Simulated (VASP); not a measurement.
Runs of VASP 6.6.1 on V. The structure is that of space group Pm-3m (No. 221), or close to it. The cells are those of the table. 

```csv
cell,k mesh,gap on the mesh (eV),pressure (GPa)
"a = 2.558 Å, 1 atom",14 × 14 × 14,none,-11.1
"a = 2.527 Å, 1 atom",14 × 14 × 14,none,(a)
"a = 2.396 Å, 1 atom",14 × 14 × 14,none,13.6
"a = 2.463 Å, 1 atom",21 × 21 × 21,none,0.8
"a = 2.430 Å, 1 atom",14 × 14 × 14,none,6.6
"a = 2.361 Å, 1 atom",14 × 14 × 14,none,22.1
"a = 2.496 Å, 1 atom",14 × 14 × 14,none,(b)
"a = 2.463 Å, 1 atom",14 × 14 × 14,none,0.9
```

Alike in all rows: task single point; level revPBE; potentials or basis VASP PAW PBE potentials, release 64 (V_sv); no spin polarisation; cutoff (eV) 520; smearing fermi-dirac 0.1 eV.

**Question.** Fill in the values left out.

**Answer.** (a) -7.8; (b) -3.9.

Caveats: the PAW data sets were made with another functional, which shifts forces and pressure a little.

A gap of «none» marks levels without a gap at the run's occupations.
